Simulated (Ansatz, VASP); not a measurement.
Sn in VASP and in Ansatz

Contents of POSCAR:

```
Sn
1.0
   -1.8690452773      1.8690452773      1.8690452773
    1.8690452773     -1.8690452773      1.8690452773
    1.8690452773      1.8690452773     -1.8690452773
Sn
1
Direct
    0.0000000000      0.0000000000      0.0000000000
```

The input INCAR.step1:

```
PREC = Accurate ; ENCUT = 520
EDIFF = 1E-5 ; ISMEAR = -1
SIGMA = 0.05 ; LREAL = False
LASPH = True ; NELM = 80
ALGO = Normal ; ISIF = 2
LWAVE = True ; GGA = PE
NBANDS = 13
```

File INCAR.step2:

```
PREC = Accurate ; ENCUT = 520
EDIFF = 1E-6 ; ISMEAR = -1
SIGMA = 0.05 ; LREAL = False
LASPH = True ; NELM = 80
ALGO = Normal ; ISIF = 2
LWAVE = False ; LCHARG = True
GGA = PE ; LHFCALC = True
HFSCREEN = 0.2079 ; PRECFOCK = Normal
LELF = True ; LVHAR = True
ISTART = 1 ; NBANDS = 13
```

File KPOINTS:

```
Automatic mesh
0
Gamma
  6 6 6
```

File input:

```
crystal:
  lattice:
    - [-1.8690452773, 1.8690452773, 1.8690452773]
    - [1.8690452773, -1.8690452773, 1.8690452773]
    - [1.8690452773, 1.8690452773, -1.8690452773]
  atoms:
    - { symbol: Sn, position: [0.0, 0.0, 0.0] }
hamiltonian:
  xc: hse06
  pseudopotentials: { kind: paw }
kpoints:
  mp_grid: { grid: [6, 6, 6] }
scf:
  occupations: { method: fermi_dirac, width: 0.05 }
output:
  forces: true
  stress: true
  eigenvalues: true
  write_density: true
  write_potential: true
  elf: true
  volumetric_format: npy
```

Alike in both runs: task single point; functional HSE06; k mesh 6 × 6 × 6; occupations fermi-dirac, width 0.05 eV; no spin polarisation.

|  | VASP | Ansatz |
| --- | --- | --- |
| version | VASP 6.6.1 | Ansatz 0.2.0 |
| potentials or method | VASP PAW PBE potentials, release 64 (Sn_d) | Ansatz PAW |
| plane-wave cutoff (eV) | 520 | 420 |
| valence electrons in the cell | 14 | 14 |

|  | VASP | Ansatz | Ansatz less VASP |
| --- | --- | --- | --- |
| gap on the k mesh at the Fermi level (eV) | none | none | - |
| pressure (GPa) | 1.5 | 1.6 | +0.05 |

A gap of «none» marks a metal or a gap that the smearing closes.

The k mesh is coarse, so the values compare programs but aren't converged.
